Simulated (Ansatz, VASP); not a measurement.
One calculation of Be, two programs

```
CELL_PARAMETERS angstrom
2.26221 0.00000 0.00000
-1.13110 1.95913 0.00000
0.00000 0.00000 3.56656
ATOMIC_POSITIONS crystal
Be 0.33333 0.66667 0.25000
Be 0.66667 0.33333 0.75000
```

Alike in both runs: functional PBE; k mesh 21 × 21 × 12; occupations gaussian, width 0.1 eV; no spin polarisation.

Ansatz relaxed the structure, and its values are those at the end. VASP's run is a single point on that final structure, the one shown.

|  | VASP | Ansatz |
| --- | --- | --- |
| version | VASP 6.6.1 | Ansatz 0.2.0 |
| potentials or method | VASP PAW PBE potentials, release 64 (Be), cutoff 520 eV | scalar-relativistic, all-electron LAPW |

```tsv
	VASP	Ansatz	Ansatz less VASP
gap on the k mesh at the Fermi level (eV)	none	none	-
pressure (GPa)	0.2	0.0	-0.20
```

A gap of «none» marks a metal or a gap that the smearing closes. Ansatz ran all-electron here, and VASP with PAW potentials.
